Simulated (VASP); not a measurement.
# Ag in VASP: single point with PBE

Aim: the single point of Ag with PBE.

Everything below comes from runs of VASP 6.6.1. Logs are shortened: lines on timing, memory, paths and dates and some standing lists are left out, and cuts for length are marked.

## 1. The cell of the first run

The cell holds a slab with vacuum, 3 atoms: a = 2.933 Å, b = 4.148 Å, c = 15.933 Å, α = 90.00°, β = 90.00°, γ = 90.00°.

## 2. Single point, PBE

INCAR reads:

```
  PREC = Accurate
  ENCUT = 520
  EDIFF = 1E-6
  ISMEAR = -1
  SIGMA = 0.08
  LREAL = False
  LASPH = True
  NELM = 60
  ALGO = Normal
  ISIF = 2
  LWAVE = False
  LCHARG = False
  LDIPOL = True
  IDIPOL = 3
  DIPOL = 0.5 0.5 0.500
  GGA = PE
  NBANDS = 24
```

KPOINTS reads:

```
Automatic mesh
0
Gamma
  14 10 1
```

POSCAR reads:

```
Ag
1.0
    2.9333909044      0.0000000000      0.0000000000
    0.0000000000      4.1484412008      0.0000000000
    0.0000000000      0.0000000000     15.9334000000
Ag
3
Direct
    0.0000000000      0.0000000000      0.4112108482
    0.5000000000      0.5000000000      0.4999999990
    0.0000000000      0.0000000000      0.5887891529
```

Potentials or basis: VASP PAW PBE potentials, release 64 (Ag).

On the command line:

```
$ cat potpaw_PBE.64/Ag/POTCAR > POTCAR
$ mpirun -np 1 vasp_std > vasp.out
```

OUTCAR:

```text
PREC = Accurate
   ENCUT = 520
   EDIFF = 1E-6
   ISMEAR = -1
   LREAL = False
   LASPH = True
   NELM = 60
   ISIF = 2
   GGA = PE

 ion  position               nearest neighbor table
   1  0.000  0.000  0.411-   3 2.83   2 2.91   2 2.91   2 2.91   2 2.91
   2  0.500  0.500  0.500-   1 2.91   1 2.91   1 2.91   1 2.91   3 2.91   3 2.91   3 2.91   3 2.91

   3  0.000  0.000  0.589-   1 2.83   2 2.91   2 2.91   2 2.91   2 2.91

  LATTYP: Found a simple orthorhombic cell.
 ALAT       =     2.9333909044
 B/A-ratio  =     1.4142135624
 C/A-ratio  =     5.4317343032

  Lattice vectors:

 A1 = (   2.9333909044,   0.0000000000,   0.0000000000)
 A2 = (   0.0000000000,   4.1484412008,   0.0000000000)
 A3 = (   0.0000000000,   0.0000000000,  15.9334000000)

Analysis of symmetry for initial positions (statically):
=====================================================================
 Subroutine PRICEL returns:
 Original cell was already a primitive cell.

 Routine SETGRP: Setting up the symmetry group for a
 simple orthorhombic supercell.

 Subroutine GETGRP returns: Found  8 space group operations
 (whereof  8 operations were pure point group operations)
 out of a pool of  8 trial point group operations.

The static configuration has the point symmetry D_2h.

Analysis of symmetry for dynamics (positions and initial velocities):
=====================================================================
 Subroutine PRICEL returns:
 Original cell was already a primitive cell.

 Routine SETGRP: Setting up the symmetry group for a
 simple orthorhombic supercell.

 Subroutine GETGRP returns: Found  8 space group operations
 (whereof  8 operations were pure point group operations)
 out of a pool of  8 trial point group operations.

The dynamic configuration has the point symmetry D_2h.

 Subroutine INISYM returns: Found  8 space group operations
 (whereof  8 operations are pure point group operations),
 and found     1 'primitive' translations

----------------------------------------------------------------------------------------

                                     Primitive cell

  volume of cell :     193.8935

  direct lattice vectors                    reciprocal lattice vectors
     2.933390904  0.000000000  0.000000000     0.340902400  0.000000000  0.000000000
[... 91 lines left out ...]
   NSW    =      0    number of steps for IOM
   IBRION =     -1    ionic relax: 0-MD 1-quasi-New 2-CG
   NFREE  =      0    steps in history (QN), initial steepest desc. (CG)
   ISIF   =      2    stress and relaxation
   ISYM   =      2    0-nonsym 1-usesym 2-fastsym
   POTIM  = 0.5000    time-step for ionic-motion
   TEBEG  =    0.0;   TEEND  =   0.0 temperature during run
   PSTRESS=    0.0 pullay stress
   NELECT =      33.0000    total number of electrons
   NUPDOWN=      -1.0000    fix difference up-down
   EMIN   =  10.00;   EMAX   =-10.00  energy-range for DOS
   EFERMI =   0.00;   METHOD = LEGACY
   ISMEAR =    -1;   SIGMA  =   0.08  broadening in eV -4-tet -1-fermi 0-gaus
   EFERMI_NEDOS =   21; number of points for ismear=-14 and -15
   IALGO  =     38    algorithm
   IMIX   =      4    mixing-type and parameters
     AMIX     =   0.40;   BMIX     =  1.00
     AMIX_MAG =   1.60;   BMIX_MAG =  1.00
  volume/ion in A,a.u.               =      64.63       436.15
  Fermi-wavevector in a.u.,A,eV,Ry     =   0.907246  1.714446 11.198890  0.823095
  Thomas-Fermi vector in A             =   2.031030
   LORBIT       =      0    0 simple, 1 ext, 2 COOP (PROOUT), +10 PAW based schemes
   GGA     = PE    functional components
   LHFCALC =     F    Hartree Fock is set to
   AEXX    =    0.0000 exact exchange contribution
   IVDW    =     0    specifies the selected vdW correction
   LEPSILON=     F    determine dielectric tensor
   LRPA    =     F    only Hartree local field effects (RPA)
 non-spin polarized calculation
  energy-cutoff  :      520.00
  volume of cell :      193.89
 maximum number of plane-waves:      5283
 NGX is ok and might be reduce to    24
   NGX = 11   NGY = 15   NGZ = 59

 dipolmoment           0.000000      0.000000      0.000000 electrons x Angstroem

 number of electron      33.0000012 magnetization

 dipolmoment           0.000000      0.000000     -0.000000 electrons x Angstroem

 Free energy of the ion-electron system (eV)
  ---------------------------------------------------
  ext. energy  EPLUGINS =         0.00000000
  ---------------------------------------------------
  free energy    TOTEN  =        -6.81631171 eV

  energy without entropy =       -6.79637887  energy(sigma->0) =       -6.80634529

 E-fermi :  -0.9204     XC(G=0):  -4.4061

 val. band max:       -0.9308174374   @ k =   0.2143   0.3000   0.0000
 cond. band min:      -0.8361238187   @ k =   0.0714   0.3000   0.0000
 fundamental gap:      0.0946936187
 Fermi energy:        -0.9203647479

 k-point     1 :       0.0000    0.0000    0.0000
  band No.  band energies     occupation
      1      -7.1142      2.00000
      2      -6.6019      2.00000
      3      -5.9916      2.00000
      4      -5.8111      2.00000
      5      -5.5309      2.00000
      6      -5.2865      2.00000
[... 637 lines left out ...]
     23       6.8537      0.00000
     24       7.5275      0.00000

 [... further k-points ...]

------------------------ aborting loop because EDIFF is reached ----------------------------------------

 vacuum level on the upper side and lower side of the slab       (xc-potential included)        -0.121        -0.121

  FORCE on cell =-STRESS in cart. coord.  units (eV):
  Direction    XX          YY          ZZ          XY          YZ          ZX
  --------------------------------------------------------------------------------------
  -------------------------------------------------------------------------------------
  Total       -1.9116907     -1.4173358     -0.0546976     -0.0000000      0.0000000      0.0000000
  in kB      -15.7966457    -11.7117013     -0.4519760     -0.0000000      0.0000000      0.0000000
  external PRESSURE =      -9.3201077 kB  Pullay stress =       0.0000000 kB

 VOLUME and BASIS-vectors are now :
 -----------------------------------------------------------------------------
  energy-cutoff  :      520.00
  volume of cell :      193.89
      direct lattice vectors                 reciprocal lattice vectors
     2.933390904  0.000000000  0.000000000     0.340902400  0.000000000  0.000000000
     0.000000000  4.148441201  0.000000000     0.000000000  0.241054399  0.000000000
     0.000000000  0.000000000 15.933400000     0.000000000  0.000000000  0.062761244

 POSITION                                       TOTAL-FORCE (eV/Angst)
 -----------------------------------------------------------------------------------
      0.00000      0.00000      6.55199         0.000000      0.000000      0.009808
      1.46670      2.07422      7.96670         0.000000      0.000000      0.000000
      0.00000      0.00000      9.38141        -0.000000     -0.000000     -0.009808
 -----------------------------------------------------------------------------------
    total drift:                                0.000000     -0.000000      0.000001

  FREE ENERGIE OF THE ION-ELECTRON SYSTEM (eV)
  ---------------------------------------------------
  free  energy   TOTEN  =        -6.8163117091 eV

  energy  without entropy=       -6.7963788669  energy(sigma->0) =       -6.80634529

 vacuum level on the upper side and lower side of the slab         3.270         3.270
```

OSZICAR:

```text
N       E                     dE             d eps       ncg     rms          rms(c)
DAV:   1     0.185944700656E+03    0.18594E+03   -0.13565E+04  2304   0.110E+03
DAV:   2    -0.234618632597E+01   -0.18829E+03   -0.17437E+03  2592   0.234E+02
DAV:   3    -0.728357304657E+01   -0.49374E+01   -0.48771E+01  2712   0.416E+01
[... 11 lines left out ...]
DAV:  15    -0.681626823923E+01   -0.75373E-04   -0.41430E-06  1880   0.123E-02    0.135E-03
DAV:  16    -0.681629526324E+01   -0.27024E-04   -0.49906E-07  1664   0.201E-03    0.953E-04
DAV:  17    -0.681630917821E+01   -0.13915E-04   -0.41834E-07  1648   0.154E-03    0.229E-04
DAV:  18    -0.681631128784E+01   -0.21096E-05   -0.64785E-08  1680   0.102E-03    0.116E-04
DAV:  19    -0.681631170914E+01   -0.42130E-06   -0.13398E-08  1648   0.399E-04
   1 F= -.68163117E+01 E0= -.68063453E+01  d E =-.199328E-01
```

Wall time 1.9 min (1 thread of Intel Xeon 6975P-C (Granite Rapids), shared host); peak memory 0.38 GiB.

What came out:

- Free energy: -6.8163 eV
- Largest force: 0.010 eV/Å

Forces on the atoms (eV/Å):
```
Ag   0.000  0.000  0.010
Ag   0.000  0.000  0.000
Ag   0.000  0.000 -0.010
```

Levels at points of the mesh, in eV from the Fermi level:
```tsv
k point	band 15	band 16	band 17	band 18	band 19	band 20
(0.00, 0.00, 0.00)	-3.07	-2.78	-1.68	1.23	3.46	3.82
(0.50, 0.00, 0.00)	-2.78	0.14	0.33	2.13	3.63	4.98
(0.00, 0.50, 0.00)	-2.97	-2.84	-1.92	0.46	0.67	2.39
(0.50, 0.50, 0.00)	-2.81	1.27	1.62	3.72	4.40	4.52
```
